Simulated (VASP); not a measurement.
# CdS (Pm-3m) in VASP: notebook, part 2 of 2

VASP 6.6.1.

**3. Single point, r2SCAN**

Contents of POSCAR:

```
CdS
1.0
    3.3869086165      0.0000000000      0.0000000000
    0.0000000000      3.3869086165      0.0000000000
    0.0000000000      0.0000000000      3.3869086165
Cd S
1 1
Direct
    0.0000000000      0.0000000000      0.0000000000
    0.5000000000      0.5000000000      0.5000000000
```

Contents of INCAR.step1:

```
PREC = Accurate ; ENCUT = 520
ISMEAR = -1 ; SIGMA = 0.02
LREAL = False ; LASPH = True
NELM = 60 ; NBANDS = 16
GGA = PE ; ALGO = Normal
EDIFF = 1E-4 ; LWAVE = True
LCHARG = False
```

Contents of INCAR.step2:

```
PREC = Accurate ; ENCUT = 520
EDIFF = 1E-6 ; ISMEAR = -1
SIGMA = 0.02 ; LREAL = False
LASPH = True ; NELM = 60
ALGO = Normal ; ISIF = 2
LWAVE = False ; LCHARG = True
METAGGA = R2SCAN ; LMIXTAU = True
LELF = True ; LVHAR = True
NBANDS = 16 ; ISTART = 1
```

Contents of KPOINTS:

```
Automatic mesh
0
Gamma
  8 8 8
```

Potentials or basis: VASP PAW PBE potentials, release 64 (Cd, S).

On the command line:

```bash
$ cat potpaw_PBE.64/Cd/POTCAR potpaw_PBE.64/S/POTCAR > POTCAR
$ cp INCAR.step1 INCAR
$ mpirun -np 1 vasp_std > vasp.out
$ cp INCAR.step2 INCAR
$ mpirun -np 1 vasp_std > vasp.out
```

Run time: 2.1 min. Hardware: 1 thread of Intel Xeon 8259CL, shared host; peak memory 0.17 GiB.

Results (log left out):

```yaml
Free_energy: -28.3905 eV
Pressure: 0.4 GPa
Band_gap_on_the_k_mesh: zero (band 9 reaches 3.96 eV, above the bottom of band 10 at 3.41 eV)
```

Levels at points of the mesh, in eV from the Fermi level:
```tsv
k point	band 5	band 6	band 7	band 8	band 9	band 10	band 11	band 12	band 13	band 14
(0.00, 0.00, 0.00)	-8.71	-8.71	-1.30	-1.30	-1.30	-0.54	7.03	7.03	12.58	12.58
(0.50, 0.00, 0.00)	-8.98	-8.68	-6.13	-0.04	-0.04	3.90	4.93	7.70	7.70	7.79
(0.50, 0.50, 0.00)	-8.53	-8.28	-4.62	-4.62	-0.77	0.01	8.34	8.34	9.31	11.64
(0.50, 0.50, 0.50)	-8.52	-8.52	-2.20	-2.20	-2.20	2.07	2.07	2.07	3.24	18.63
```

Caveat: the PAW data sets were made with another functional, which shifts forces and pressure a little.

**4. Relaxation of cell and atoms, PBE**

This run uses another cell than the first one, of 15.55 Å³/atom, 0.800 times its volume.

Contents of INCAR:

```
SYSTEM = CdS
ALGO = Normal
EDIFF = 1E-7
EDIFFG = -0.005
ENCUT = 600
GGA = PE
IBRION = 2
ISIF = 3
ISMEAR = -1
LASPH = .True.
LCHARG = .False.
LREAL = .False.
LWAVE = .False.
NELM = 80
NSW = 80
PREC = Accurate
SIGMA = 0.02
```

Contents of KPOINTS:

```
k-points
0
Gamma
  8 8 8
  0 0 0
```

Contents of POSCAR:

```
CdS
1.0
    3.1444654950      0.0000000000      0.0000000000
    0.0000000000      3.1444654950      0.0000000000
    0.0000000000      0.0000000000      3.1444654950
Cd S
1 1
Direct
    0.0000000000      0.0000000000      0.0000000000
    0.5000000000      0.5000000000      0.5000000000
```

On the command line:

```bash
$ cat potpaw_PBE.64/Cd/POTCAR potpaw_PBE.64/S/POTCAR > POTCAR
$ mpirun -np 1 vasp_std > vasp.out
```

It took 90 s on 1 thread of Intel Xeon 8259CL, shared host; peak memory 0.17 GiB.

Results (log left out):

| Item | Value |
| --- | --- |
| Free energy | -4.8587 eV |
| Relaxed volume | 19.90 Å³/atom |
| Relaxed cell | a = 3.414 Å, b = 3.414 Å, c = 3.414 Å, α = 90.00°, β = 90.00°, γ = 90.00° |
| Space group after relaxing (to 0.05 Å) | Pm-3m (No. 221) |
| Energy gained by relaxing | 328.4 meV/atom |
| Ionic steps | 5 |
| Pressure after relaxing | 0.0 GPa |
| Band gap on the k mesh | zero (band 9 reaches 3.79 eV, above the bottom of band 10 at 2.74 eV) |

Step by step:
```csv
step,energy change (eV),largest force (eV/Å),pressure (GPa),volume (Å³)
1,0.0000,0.0000,30.56,31.09
2,-0.4786,0.0000,-7.43,46.43
3,-0.6568,0.0000,0.16,39.73
4,-0.6568,0.0000,-0.17,39.92
5,-0.6568,0.0000,0.02,39.80
```

Final structure:
```
Cd S
1.0
     3.41432    0.00000    0.00000
     0.00000    3.41432    0.00000
     0.00000    0.00000    3.41432
Cd S
1 1
Direct
  0.00000 0.00000 0.00000
  0.50000 0.50000 0.50000
```

Levels at points of the mesh, in eV from the Fermi level:
| k point | band 7 | band 8 | band 9 | band 10 | band 11 | band 12 |
| --- | --- | --- | --- | --- | --- | --- |
| (0.00, 0.00, 0.00) | -1.18 | -1.18 | -1.18 | -1.03 | 6.65 | 6.65 |
| (0.50, 0.00, 0.00) | -5.81 | 0.00 | 0.00 | 3.29 | 4.35 | 7.26 |
| (0.50, 0.50, 0.00) | -4.33 | -4.33 | -0.94 | 0.04 | 7.59 | 7.59 |
| (0.50, 0.50, 0.50) | -2.00 | -2.00 | -2.00 | 1.84 | 1.84 | 1.84 |

Caveat: the volume moved by over 15 % at a fixed basis, so the end points are rough.

**5. Relaxation of cell and atoms, r2SCAN**

This run uses another cell than the first one, of 19.82 Å³/atom, 1.020 times its volume.

Contents of POSCAR:

```
CdS
1.0
    3.4093945873      0.0000000000      0.0000000000
    0.0000000000      3.4093945873      0.0000000000
    0.0000000000      0.0000000000      3.4093945873
Cd S
1 1
Direct
    0.0000000000      0.0000000000      0.0000000000
    0.5000000000      0.5000000000      0.5000000000
```

Contents of INCAR.step1:

```
SYSTEM = CdS
PREC = Accurate ; ENCUT = 600
ISMEAR = -1 ; SIGMA = 0.02
LREAL = .FALSE. ; LASPH = .TRUE.
NELM = 60 ; GGA = PE
ALGO = Normal ; EDIFF = 1E-4
LWAVE = .TRUE. ; LCHARG = .FALSE.
```

Contents of INCAR.step2:

```
SYSTEM = CdS
PREC = Accurate ; ENCUT = 600
EDIFF = 1E-6 ; ISMEAR = -1
SIGMA = 0.02 ; LREAL = .FALSE.
LASPH = .TRUE. ; NELM = 60
ALGO = Normal ; ISIF = 3
LWAVE = .FALSE. ; LCHARG = .FALSE.
METAGGA = R2SCAN ; LMIXTAU = .TRUE.
IBRION = 2 ; NSW = 80
EDIFFG = -0.005 ; ISTART = 1
```

Contents of KPOINTS:

```
Automatic mesh
0
G
  6 6 6
  0 0 0
```

Potentials or basis: VASP PAW PBE potentials, release 64 (Cd, S).

On the command line:

```bash
$ cat potpaw_PBE.64/Cd/POTCAR potpaw_PBE.64/S/POTCAR > POTCAR
$ cp INCAR.step1 INCAR
$ mpirun -np 1 vasp_std > vasp.out
$ cp INCAR.step2 INCAR
$ mpirun -np 1 vasp_std > vasp.out
```

OUTCAR:

```text
SYSTEM = CdS
   PREC = Accurate
   ENCUT = 600
   EDIFF = 1E-6
   ISMEAR = -1
   LREAL = .FALSE.
   LASPH = .TRUE.
   NELM = 60
   ISIF = 3
   METAGGA = R2SCAN
   IBRION = 2
   NSW = 80
   EDIFFG = -0.005
   ISTART = 1

 ion  position               nearest neighbor table
   1  0.000  0.000  0.000-   2 2.95   2 2.95   2 2.95   2 2.95   2 2.95   2 2.95   2 2.95   2 2.95

   2  0.500  0.500  0.500-   1 2.95   1 2.95   1 2.95   1 2.95   1 2.95   1 2.95   1 2.95   1 2.95

  LATTYP: Found a simple cubic cell.
 ALAT       =     3.4093945873

  Lattice vectors:

 A1 = (   3.4093945873,   0.0000000000,   0.0000000000)
 A2 = (   0.0000000000,   3.4093945873,   0.0000000000)
 A3 = (   0.0000000000,   0.0000000000,   3.4093945873)

Analysis of symmetry for initial positions (statically):
=====================================================================
 Subroutine PRICEL returns:
 Original cell was already a primitive cell.

[... 175 lines left out ...]
  external PRESSURE =     -12.0867419 kB  Pullay stress =       0.0000000 kB
[... 59 lines left out ...]
--------------------------------------- Ionic step        3  -------------------------------------------

 number of electron      17.9999994 magnetization

 Free energy of the ion-electron system (eV)
  ---------------------------------------------------
  ext. energy  EPLUGINS =         0.00000000
  ---------------------------------------------------
  free energy    TOTEN  =       -28.40338045 eV

  energy without entropy =      -28.39992185  energy(sigma->0) =      -28.40165115

 E-fermi :   3.8865     XC(G=0): -11.3084

 val. band max:        3.8809763873   @ k =   0.5000   0.3333   0.0000
 cond. band min:       3.8930798128   @ k =   0.5000   0.5000   0.0000
 fundamental gap:      0.0121034255
 Fermi energy:         3.8864974827

 k-point     1 :       0.0000    0.0000    0.0000
  band No.  band energies     occupation
      1     -10.1091      2.00000
      2      -5.3396      2.00000
      3      -5.3396      2.00000
      4      -4.7629      2.00000
      5      -4.7629      2.00000
      6      -4.7629      2.00000
      7       2.5977      2.00000
      8       2.5977      2.00000
      9       2.5977      2.00000
     10       3.3491      2.00000
     11      10.9462      0.00000
     12      10.9462      0.00000
     13      16.4461      0.00000
[... 331 lines left out ...]
  FREE ENERGIE OF THE ION-ELECTRON SYSTEM (eV)
  ---------------------------------------------------
  free  energy   TOTEN  =       -28.4033804523 eV

  energy  without entropy=      -28.3999218523  energy(sigma->0) =      -28.40165115

 reached required accuracy - stopping structural energy minimisation
```

It took 2.8 min on 1 thread of Intel Xeon 8259CL, shared host; peak memory 0.17 GiB.

Results:

| Quantity | Value |
| --- | --- |
| Free energy | -28.4034 eV |
| Relaxed volume | 19.51 Å³/atom |
| Relaxed cell | a = 3.392 Å, b = 3.392 Å, c = 3.392 Å, α = 90.00°, β = 90.00°, γ = 90.00° |
| Space group after relaxing (to 0.05 Å) | Pm-3m (No. 221) |
| Energy gained by relaxing | 1.2 meV/atom |
| Ionic steps | 3 |
| Pressure after relaxing | 0.0 GPa |
| Band gap on the k mesh | zero (band 9 reaches 3.88 eV, above the bottom of band 10 at 3.35 eV) |

The path:
| step | energy change (eV) | largest force (eV/Å) | pressure (GPa) | volume (Å³) |
| --- | --- | --- | --- | --- |
| 1 | 0.0000 | 0.0000 | -1.21 | 39.63 |
| 2 | -0.0020 | 0.0000 | 0.50 | 38.78 |
| 3 | -0.0024 | 0.0000 | 0.00 | 39.01 |

Final structure:
```
CELL_PARAMETERS angstrom
3.39159 0.00000 0.00000
0.00000 3.39159 0.00000
0.00000 0.00000 3.39159
ATOMIC_POSITIONS crystal
Cd 0.00000 0.00000 0.00000
S 0.50000 0.50000 0.50000
```

Levels at points of the mesh, in eV from the Fermi level:
```
           k point  band 6  band 7  band 8  band 9  band 10  band 11  band 12  band 13
(0.00, 0.00, 0.00)   -8.65   -1.29   -1.29   -1.29    -0.54     7.06     7.06    12.56
(0.50, 0.00, 0.00)   -8.62   -6.08   -0.04   -0.04     3.91     4.92     7.72     7.72
(0.50, 0.50, 0.00)   -8.24   -4.58   -4.58   -0.73     0.01     8.34     8.34     9.32
(0.50, 0.50, 0.50)   -8.46   -2.18   -2.18   -2.18     2.11     2.11     2.11     3.26
```

Caveat: the PAW data sets were made with another functional, which shifts forces and pressure a little.

**6. The runs side by side**

```tsv
task	level	cell	k mesh	cutoff (eV)	gap on the mesh (eV)	pressure (GPa)	relaxed volume (Å³/atom)
single point	PBE	a = 3.387 Å, 2 atoms	8 × 8 × 8	520	none	1.8	-
single point	r2SCAN	a = 3.387 Å, 2 atoms	8 × 8 × 8	520	none	0.4	-
relaxation of cell and atoms	PBE	relaxed from a = 3.144 Å, 2 atoms	8 × 8 × 8	600	none	0.0	19.90
relaxation of cell and atoms	r2SCAN	relaxed from a = 3.409 Å, 2 atoms	6 × 6 × 6	600	none	0.0	19.51
```

Alike in all rows: potentials or basis VASP PAW PBE potentials, release 64 (Cd, S); no spin polarisation; smearing fermi-dirac 0.02 eV.

Caveats: the PAW data sets were made with another functional, which shifts forces and pressure a little (some runs); the volume moved by over 15 % at a fixed basis, so the end points are rough (some runs).

Absolute energies hang on the potentials; compare differences alone.
